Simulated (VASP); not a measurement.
# Ti (I4/mmm) in VASP: notebook

Ti is run at these levels: r2SCAN; tasks: single point.

Program: VASP 6.6.1. These are calculated values, not measurements. Logs are shortened: lines on timing, memory, paths and dates and some standing lists are left out, and cuts for length are marked.

## 1. The cell of the first run

It takes space group I4/mmm (No. 139, tetragonal). The conventional cell has a = 2.871 Å, b = 2.871 Å, c = 4.263 Å, α = 90.00°, β = 90.00°, γ = 90.00°. Within 3.8 Å of Ti (site symmetry 4/mmm) lie 12 Ti at 2.87 to 2.94 Å.

## 2. Single point, r2SCAN (strain +0.000 along x and y, +0.050 along z)

POSCAR reads:

```
Ti
1.0
    0.0000000000      2.0300000000      2.1315000000
    2.0300000000      0.0000000000      2.1315000000
    2.0300000000      2.0300000000      0.0000000000
Ti
1
Direct
    0.0000000000      0.0000000000      0.0000000000
```

INCAR.step1 reads:

```
PREC = Accurate
ENCUT = 520
ISMEAR = 0
SIGMA = 0.15
LREAL = False
LASPH = True
NELM = 80
NBANDS = 12
GGA = PE
ALGO = Normal
EDIFF = 1E-4
LWAVE = True
LCHARG = False
```

INCAR.step2 reads:

```
PREC = Accurate
ENCUT = 520
EDIFF = 1E-6
ISMEAR = 0
SIGMA = 0.15
LREAL = False
LASPH = True
NELM = 80
ALGO = Normal
ISIF = 2
LWAVE = False
LCHARG = False
METAGGA = R2SCAN
LMIXTAU = True
NBANDS = 12
ISTART = 1
```

KPOINTS reads:

```
regular mesh
0
Gamma
  20 20 20
```

Potentials or basis: VASP PAW PBE potentials, release 64 (Ti_sv).

Launch:

```bash
$ cat potpaw_PBE.64/Ti_sv/POTCAR > POTCAR
$ cp INCAR.step1 INCAR
$ mpirun -np 1 vasp_std > vasp.out
$ cp INCAR.step2 INCAR
$ mpirun -np 1 vasp_std > vasp.out
```

OUTCAR:

```text
PREC = Accurate
   ENCUT = 520
   EDIFF = 1E-6
   ISMEAR = 0
   LREAL = False
   LASPH = True
   NELM = 80
   ISIF = 2
   METAGGA = R2SCAN
   ISTART = 1

 ion  position               nearest neighbor table
   1  0.000  0.000  0.000-

  LATTYP: Found a body centered tetragonal cell.
 ALAT       =     2.8708535316
 C/A-ratio  =     1.4849242405

  Lattice vectors:

 A1 = (  -2.0300000000,   0.0000000000,   2.1315000000)
 A2 = (   2.0300000000,   0.0000000000,   2.1315000000)
 A3 = (   0.0000000000,   2.0300000000,  -2.1315000000)

Analysis of symmetry for initial positions (statically):
=====================================================================
 Subroutine PRICEL returns:
 Original cell was already a primitive cell.

 Routine SETGRP: Setting up the symmetry group for a
 body centered tetragonal supercell.

 Subroutine GETGRP returns: Found 16 space group operations
 (whereof 16 operations were pure point group operations)
 out of a pool of 16 trial point group operations.

The static configuration has the point symmetry D_4h.

Analysis of symmetry for dynamics (positions and initial velocities):
=====================================================================
 Subroutine PRICEL returns:
 Original cell was already a primitive cell.

 Routine SETGRP: Setting up the symmetry group for a
 body centered tetragonal supercell.

 Subroutine GETGRP returns: Found 16 space group operations
 (whereof 16 operations were pure point group operations)
 out of a pool of 16 trial point group operations.

The dynamic configuration has the point symmetry D_4h.

 Subroutine INISYM returns: Found 16 space group operations
 (whereof 16 operations are pure point group operations),
 and found     1 'primitive' translations

----------------------------------------------------------------------------------------

                                     Primitive cell

  volume of cell :      17.5674

  direct lattice vectors                    reciprocal lattice vectors
     0.000000000  2.030000000  2.131500000    -0.246305419  0.246305419  0.234576589
     2.030000000  0.000000000  2.131500000     0.246305419 -0.246305419  0.234576589
     2.030000000  2.030000000  0.000000000     0.246305419  0.246305419 -0.234576589

  length of vectors
     2.943500000  2.943500000  2.870853532     0.419951062  0.419951062  0.419951062

  position of ions in fractional coordinates (direct lattice)
     0.000000000  0.000000000  0.000000000

  ion indices of the primitive-cell ions
   primitive index   ion index
                 1           1

----------------------------------------------------------------------------------------

 KPOINTS: regular mesh

Automatic generation of k-mesh.
 Grid dimensions read from file:
 generate k-points for:   20   20   20

 Generating k-lattice:

  Cartesian coordinates                     Fractional coordinates (reciprocal lattice)
    -0.012315271  0.012315271  0.011728829     0.050000000  0.000000000  0.000000000
     0.012315271 -0.012315271  0.011728829     0.000000000  0.050000000  0.000000000
     0.012315271  0.012315271 -0.011728829     0.000000000  0.000000000  0.050000000

  Length of vectors
     0.020997553  0.020997553  0.020997553

  Shift w.r.t. Gamma in fractional coordinates (k-lattice)
     0.000000000  0.000000000  0.000000000

 Subroutine IBZKPT returns following result:
 ===========================================

 Found    641 irreducible k-points:

 Following reciprocal coordinates:
            Coordinates               Weight
  0.000000  0.000000  0.000000      1.000000
  0.050000 -0.000000  0.000000      8.000000
  0.100000 -0.000000  0.000000      8.000000
  0.150000  0.000000  0.000000      8.000000
  0.200000 -0.000000  0.000000      8.000000
  0.250000 -0.000000  0.000000      8.000000
[... 16 lines left out ...]
 -0.400000  0.050000  0.000000      8.000000
 -0.350000  0.050000  0.000000      8.000000
 [... further k-points ...]
   k-points           NKPTS =    641   k-points in BZ     NKDIM =    641   number of bands    NBANDS=     12
   number of dos      NEDOS =    301   number of ions     NIONS =      1
   total plane-waves  NPLWV =  13824
   dimension x,y,z NGX =    24 NGY =   24 NGZ =   24
   dimension x,y,z NGXF=    48 NGYF=   48 NGZF=   48
   ions per type =               1
   NGX,Y,Z   is equivalent  to a cutoff of  13.55, 13.55, 13.90 a.u.
   NGXF,Y,Z  is equivalent  to a cutoff of  27.11, 27.11, 27.80 a.u.
 SYSTEM =  unknown system
   PREC   = accura    normal or accurate (medium, high low for compatibility)
   ISTART =      1    job   : 0-new  1-cont  2-samecut
   ICHARG =      0    charge: 1-file 2-atom 10-const
   ISPIN  =      1    spin polarized calculation?
   LNONCOLLINEAR =      F non collinear calculations
   LSORBIT =      F    spin-orbit coupling
   LASPH  =      T    aspherical Exc in radial PAW
   ENCUT  =  520.0 eV  38.22 Ry    6.18 a.u.   5.47  5.47  5.34*2*pi/ulx,y,z
   NELM   =     80;   NELMIN=  2; NELMDL=  0     # of ELM steps
   EDIFF  = 0.1E-05   stopping-criterion for ELM
   LREAL  =      F    real-space projection
   EDIFFG = 0.1E-04   stopping-criterion for IOM
   NSW    =      0    number of steps for IOM
   IBRION =     -1    ionic relax: 0-MD 1-quasi-New 2-CG
   NFREE  =      0    steps in history (QN), initial steepest desc. (CG)
   ISIF   =      2    stress and relaxation
   ISYM   =      2    0-nonsym 1-usesym 2-fastsym
   POTIM  = 0.5000    time-step for ionic-motion
   TEBEG  =    0.0;   TEEND  =   0.0 temperature during run
   PSTRESS=    0.0 pullay stress
   NELECT =      12.0000    total number of electrons
   NUPDOWN=      -1.0000    fix difference up-down
   EMIN   =  10.00;   EMAX   =-10.00  energy-range for DOS
   EFERMI =   0.00;   METHOD = LEGACY
   ISMEAR =     0;   SIGMA  =   0.15  broadening in eV -4-tet -1-fermi 0-gaus
   EFERMI_NEDOS =   21; number of points for ismear=-14 and -15
   IALGO  =     38    algorithm
   IMIX   =      4    mixing-type and parameters
     AMIX     =   0.40;   BMIX     =  1.00
     AMIX_MAG =   1.60;   BMIX_MAG =  1.00
  volume/ion in A,a.u.               =      17.57       118.55
  Fermi-wavevector in a.u.,A,eV,Ry     =   1.441781  2.724572 28.282891  2.078734
  Thomas-Fermi vector in A             =   2.560375
   LORBIT       =      0    0 simple, 1 ext, 2 COOP (PROOUT), +10 PAW based schemes
   METAGGA = R2SCAN    functional components
   LHFCALC =     F    Hartree Fock is set to
   AEXX    =    0.0000 exact exchange contribution
   IVDW    =     0    specifies the selected vdW correction
   LEPSILON=     F    determine dielectric tensor
   LRPA    =     F    only Hartree local field effects (RPA)
 non-spin polarized calculation
 Gauss-broadening in eV      SIGMA  =   0.15
  energy-cutoff  :      520.00
  volume of cell :       17.57
 maximum number of plane-waves:       493
 NGX is ok and might be reduce to    24
   NGX = 11   NGY = 11   NGZ = 11

 number of electron      11.9999999 magnetization

 Free energy of the ion-electron system (eV)
  ---------------------------------------------------
  ext. energy  EPLUGINS =         0.00000000
  ---------------------------------------------------
  free energy    TOTEN  =       -12.88533364 eV

  energy without entropy =      -12.86687676  energy(sigma->0) =      -12.87610520

 E-fermi :   8.1023     XC(G=0): -12.3534

 val. band max:        8.1019734199   @ k =   0.2500   0.1500   0.0500
 cond. band min:       8.1044477892   @ k =  -0.3500   0.3500   0.2500
 fundamental gap:      0.0024743693
 Fermi energy:         8.1023439132

 k-point     1 :       0.0000    0.0000    0.0000
  band No.  band energies     occupation
      1     -50.9622      2.00000
      2     -25.7795      2.00000
      3     -25.7763      2.00000
      4     -25.7763      2.00000
      5       1.6666      2.00000
      6       8.8516      0.00000
      7       9.2410      0.00000
      8       9.2410      0.00000
      9      10.6391      0.00000
     10      11.0879      0.00000
     11      23.8720      0.00000
     12      27.8663      0.00000

 k-point     2 :       0.0500   -0.0000    0.0000
  band No.  band energies     occupation
      1     -50.9592      2.00000
      2     -25.7944      2.00000
      3     -25.7810      2.00000
      4     -25.7779      2.00000
      5       1.7502      2.00000
      6       8.8557      0.00000
      7       9.2115      0.00000
      8       9.2714      0.00000
      9      10.6237      0.00000
     10      11.0631      0.00000
     11      23.9372      0.00000
     12      27.5923      0.00000

 k-point     3 :       0.1000   -0.0000    0.0000
  band No.  band energies     occupation
      1     -50.9505      2.00000
      2     -25.8437      2.00000
      3     -25.7887      2.00000
      4     -25.7824      2.00000
      5       1.9964      2.00000
      6       8.8152      0.00000
      7       9.1761      0.00000
      8       9.3550      0.00000
      9      10.5912      0.00000
     10      10.9986      0.00000
     11      24.0617      0.00000
     12      26.4686      0.00000
[... 286 lines left out ...]
 k-point    23 :      -0.4000    0.0500    0.0000
  band No.  band energies     occupation
      1     -50.8456      2.00000
      2     -26.4069      2.00000
      3     -25.8913      2.00000
      4     -25.8339      2.00000
      5       5.3091      2.00000
      6       8.2157      0.28530
      7       8.8486      0.00000
      8       9.3413      0.00000
      9      11.5546      0.00000
     10      12.0030      0.00000
     11      17.3035      0.00000
     12      23.1868      0.00000

 k-point    24 :      -0.3500    0.0500    0.0000
  band No.  band energies     occupation
      1     -50.8573      2.00000
      2     -26.3460      2.00000
      3     -25.8821      2.00000
      4     -25.8255      2.00000
      5       4.9652      2.00000
      6       8.0385      1.45293
      7       8.9416      0.00000
      8       9.4240      0.00000
      9      11.3114      0.00000
     10      11.7702      0.00000
     11      18.3184      0.00000
     12      23.4921      0.00000

 [... further k-points ...]

------------------------ aborting loop because EDIFF is reached ----------------------------------------

  FORCE on cell =-STRESS in cart. coord.  units (eV):
  Direction    XX          YY          ZZ          XY          YZ          ZX
  --------------------------------------------------------------------------------------
  -------------------------------------------------------------------------------------
  Total       -0.0423152     -0.0423152     -0.2208438      0.0000000     -0.0000000      0.0000000
  in kB       -3.8592171     -3.8592171    -20.1413448      0.0000000     -0.0000000      0.0000000
  external PRESSURE =      -9.2865930 kB  Pullay stress =       0.0000000 kB

 VOLUME and BASIS-vectors are now :
 -----------------------------------------------------------------------------
  energy-cutoff  :      520.00
  volume of cell :       17.57
      direct lattice vectors                 reciprocal lattice vectors
     0.000000000  2.030000000  2.131500000    -0.246305419  0.246305419  0.234576589
     2.030000000  0.000000000  2.131500000     0.246305419 -0.246305419  0.234576589
     2.030000000  2.030000000  0.000000000     0.246305419  0.246305419 -0.234576589

 POSITION                                       TOTAL-FORCE (eV/Angst)
 -----------------------------------------------------------------------------------
      0.00000      0.00000      0.00000         0.000000     -0.000000      0.000000
 -----------------------------------------------------------------------------------
    total drift:                               -0.000000      0.000000      0.000000

  FREE ENERGIE OF THE ION-ELECTRON SYSTEM (eV)
  ---------------------------------------------------
  free  energy   TOTEN  =       -12.8853336355 eV

  energy  without entropy=      -12.8668767575  energy(sigma->0) =      -12.87610520
```

Wall time 4.3 min (1 thread of Intel Xeon Platinum 8488C (Sapphire Rapids), shared host); peak memory 0.25 GiB.

Results:

| Item | Value |
| --- | --- |
| Free energy | -12.8853 eV |
| Pressure | -0.9 GPa |
| Band gap on the k mesh | zero (bands 6 and 7 overlap by 1.41 eV) |

Levels at points of the mesh, in eV from the Fermi level:
| k point | band 3 | band 4 | band 5 | band 6 | band 7 | band 8 | band 9 | band 10 |
| --- | --- | --- | --- | --- | --- | --- | --- | --- |
| (0.00, 0.00, 0.00) | -33.88 | -33.88 | -6.44 | 0.75 | 1.14 | 1.14 | 2.54 | 2.99 |
| (0.50, 0.00, 0.00) | -33.99 | -33.94 | -2.67 | 0.44 | 0.73 | 1.15 | 3.70 | 3.87 |
| (0.50, 0.50, 0.00) | -34.08 | -34.08 | -2.61 | -1.64 | 2.14 | 3.86 | 4.00 | 4.00 |
| (0.50, 0.00, 0.50) | -34.17 | -34.10 | -2.60 | -1.76 | 3.10 | 3.82 | 3.86 | 4.16 |

Caveat: the cell differs from its parent crystal (strain +0.000 along x and y, +0.050 along z); the PAW data sets were made with another functional, which shifts forces and pressure a little.

(Part 1 of 2 ends here.)
